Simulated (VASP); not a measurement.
Wanted: the native input for a VASP 6.6.1 run.

- Task: single point
- Functional: RPBE
- Dispersion: D3(BJ)
- Potentials or basis: VASP PAW PBE potentials, release 64 (Mn_pv, S)
- Cutoff: 520 eV
- k mesh: 8 × 8 × 4
- Occupations: fermi-dirac, width 0.05 eV
- Spin: collinear spin, ferromagnetic start
- Starting moments: [4.0, 4.0, 0.0, 0.0] μB
- Dipole correction: no
- Further INCAR settings: ALGO = Normal; EDIFF = 1e-07; NBANDS = 31

The structure of MnS lies in POSCAR:

```
MnS
1.0
    3.9087545361      0.0000000000      0.0000000000
   -1.9543772681      3.3850807254      0.0000000000
    0.0000000000      0.0000000000      4.7101110321
Mn S
2 2
Direct
    0.6666666667      0.3333333333      0.5625013902
    0.3333333333      0.6666666667      1.0625013902
    0.3333333333      0.6666666667      0.5624975798
    0.6666666667      0.3333333333      0.0624975798
```

The input as run:

INCAR

```
PREC = Accurate
ENCUT = 520
EDIFF = 1E-7
ISMEAR = -1
SIGMA = 0.05
LREAL = F
LASPH = T
NELM = 150
ALGO = Normal
ISIF = 2
LWAVE = F
LCHARG = F
ISPIN = 2
MAGMOM = 4 4 0 0
LORBIT = 11
LMAXMIX = 4
GGA = RP
IVDW = 12
NBANDS = 31
```

KPOINTS

```
Automatic mesh
0
Gamma
  8 8 4
```

Potentials or basis: VASP PAW PBE potentials, release 64 (Mn_pv, S).

The run is started by

```console
$ cat potpaw_PBE.64/Mn_pv/POTCAR potpaw_PBE.64/S/POTCAR > POTCAR
$ mpirun -np 1 vasp_std > vasp.out
```

It gave:

- Pressure: 0.0 GPa
- Net moment: 6.34 μB per cell
- Site moments: Mn +2.99; S -0.00 μB
- Valence electrons inside the program's atomic spheres: Mn 11.74; S 3.78
- Dispersion energy per atom: -1.990 eV

Caveat: the PAW data sets were made with another functional, which shifts forces and pressure a little; only a ferromagnetic start was run, and an antiferromagnetic order may lie lower in energy.

Run time: 93 s on 1 thread of AMD EPYC 7R13 Processor (Zen 3), with other jobs on the host, peak memory 0.23 GiB.
